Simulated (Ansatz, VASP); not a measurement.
## One calculation of AlN, two programs

Contents of INCAR:

```
SYSTEM = AlN
PREC = Accurate
ENCUT = 600
EDIFF = 1E-6
ISMEAR = 0
SIGMA = 0.05
LREAL = .FALSE.
LASPH = .TRUE.
NELM = 120
ALGO = Normal
ISIF = 2
LWAVE = .FALSE.
LCHARG = .TRUE.
GGA = PE
LELF = .TRUE.
LVHAR = .TRUE.
NBANDS = 11
GGA_COMPAT = .FALSE.
```

KPOINTS

```
Automatic mesh
0
G
  10 10 10
  0 0 0
```

File POSCAR:

```
AlN
1.0
    0.0000000000      2.2015871043      2.2015871043
    2.2015871043      0.0000000000      2.2015871043
    2.2015871043      2.2015871043      0.0000000000
Al N
1 1
Direct
    0.0147374575     -0.0147374575     -0.0147374575
    0.7216113889      0.7783886111      0.7783886111
```

Input for Ansatz:

```yaml
crystal:
  lattice:
    - [0.0, 2.2015871043, 2.2015871043]
    - [2.2015871043, 0.0, 2.2015871043]
    - [2.2015871043, 2.2015871043, 0.0]
  atoms:
    - { symbol: Al, position: [0.0147374575, -0.0147374575, -0.0147374575] }
    - { symbol: "N", position: [0.7216113889, 0.7783886111, 0.7783886111] }
basis:
  ecutwfc: "44.1 Ry"
kpoints:
  mp_grid: { grid: [10, 10, 10] }
hamiltonian:
  xc: pbe
scf:
  occupations: { method: gaussian, width: 0.05 }
output:
  forces: true
  eigenvalues: true
  stress: true
```

Alike in both runs: task single point; functional PBE; k mesh 10 × 10 × 10; occupations gaussian, width 0.05 eV; no spin polarisation.

```csv
,VASP,Ansatz
version,VASP 6.6.1,Ansatz 0.2.0
potentials or method,"VASP PAW PBE potentials, release 64 (Al, N), cutoff 600 eV","scalar-relativistic, plane waves, PAW"
valence electrons in the cell,8,8
```

Ansatz gave:

| Property | Result |
| --- | --- |
| gap on the k mesh at the Fermi level (eV) | 2.84 |
| pressure (GPa) | 4.0 |
| traceless stress, the component that is largest in VASP (GPa) | 12.02 |
| rms of the force components (eV/Å) | 1.444 |

Q: What did VASP give for the same quantities?

A: gap on the k mesh at the Fermi level (eV): 2.83; pressure (GPa): 3.7; traceless stress, the component that is largest in VASP (GPa): 12.08; rms of the force components (eV/Å): 1.449.

Atom by atom the forces differ by 0.005 eV/Å (rms over components).
